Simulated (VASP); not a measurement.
Wanted: the native input for a VASP 6.6.1 run.

| Quantity | Value |
| --- | --- |
| Task | single point |
| Functional | LDA |
| Potentials or basis | VASP PAW LDA potentials, release 64 (Zn, O_h) |
| Cutoff | 910 eV |
| k mesh | 10 × 10 × 10 |
| Occupations | fermi-dirac, width 0.02 eV |
| Spin | no spin polarisation |
| Dipole correction | no |
| Second run | hard_potentials |
| Further INCAR settings | ALGO = Normal; EDIFF = 1e-06; NBANDS = 16 |

The structure of ZnO lies in POSCAR:

```
ZnO
1.0
    0.0000000000      2.1064906873      2.1064906873
    2.1064906873      0.0000000000      2.1064906873
    2.1064906873      2.1064906873      0.0000000000
Zn O
1 1
Direct
    0.0000000000      0.0000000000      0.0000000000
    0.5000000000      0.5000000000      0.5000000000
```

One way to write it, as run:

INCAR

```
SYSTEM = ZnO
ALGO = Normal ; EDIFF = 1E-6
ENCUT = 910 ; GGA = CA
GGA_COMPAT = .FALSE. ; ISIF = 2
ISMEAR = -1 ; LASPH = .TRUE.
LCHARG = .FALSE. ; LREAL = .FALSE.
LWAVE = .FALSE. ; NBANDS = 16
NELM = 120 ; PREC = Accurate
SIGMA = 0.02
```

KPOINTS

```
k-points
0
G
  10 10 10
  0 0 0
```

Potentials or basis: VASP PAW LDA potentials, release 64 (Zn, O_h).

Command:

```sh
$ cat potpaw_LDA.64/Zn/POTCAR potpaw_LDA.64/O_h/POTCAR > POTCAR
$ mpirun -np 1 vasp_std > vasp.out
```

It gave:

```yaml
Pressure: 1.2 GPa
Band_gap_on_the_k_mesh: 1.11 eV, indirect (least direct gap 2.66 eV)
```

Caveat: the cutoff is under 1.25 times the usual one of these potentials, so pressure, stress and relaxed cells hold a basis-set (Pulay) error.

Wall time 34 s on 1 thread of Intel(R) Xeon(R) Platinum 8259CL CPU @ 2.50GHz (Skylake/Cascade Lake), on a shared host, peak memory 0.17 GiB.
